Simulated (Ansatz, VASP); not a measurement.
Y: VASP beside Ansatz

```
Y
1.0
     3.65150   -0.03651    0.00000
    -1.85737    3.18055    0.00000
     0.00000    0.00000    5.74740
Y
2
Direct
  0.33333 0.66667 0.25000
  0.66667 0.33333 0.75000
```

Change from the starting cell: strain -0.0200 x Voigt [0, 0, 0, 0, 0, 1], atoms carried along.

Alike in both runs: task single point; functional PBEsol; k mesh 18 × 18 × 8; occupations gaussian, width 0.15 eV; no spin polarisation.

|  | VASP | Ansatz |
| --- | --- | --- |
| version | VASP 6.6.1 | Ansatz 0.2.0 |
| potentials or method | VASP PAW PBE potentials, release 64 (Y_sv), cutoff 520 eV | scalar-relativistic, plane waves, PAW |
| valence electrons in the cell | 22 | 22 |

Ansatz gave:

```
gap on the k mesh at the Fermi level (eV)                     : none
pressure (GPa)                                                : -2.2
traceless stress, the component that is largest in VASP (GPa) : 0.56
rms of the force components (eV/Å)                            : 0.015
```

Task: What did VASP give for the same quantities?

Result: gap on the k mesh at the Fermi level (eV): none; pressure (GPa): -2.3; traceless stress, the component that is largest in VASP (GPa): 0.56; rms of the force components (eV/Å): 0.014.

VASP's potentials were made for PBE, not for PBEsol. Atom by atom the forces differ by 0.000 eV/Å (rms over components). A gap of «none» marks a metal or a gap that the smearing closes. With one functional, cell and mesh, what is left measures potentials, basis and numerics.
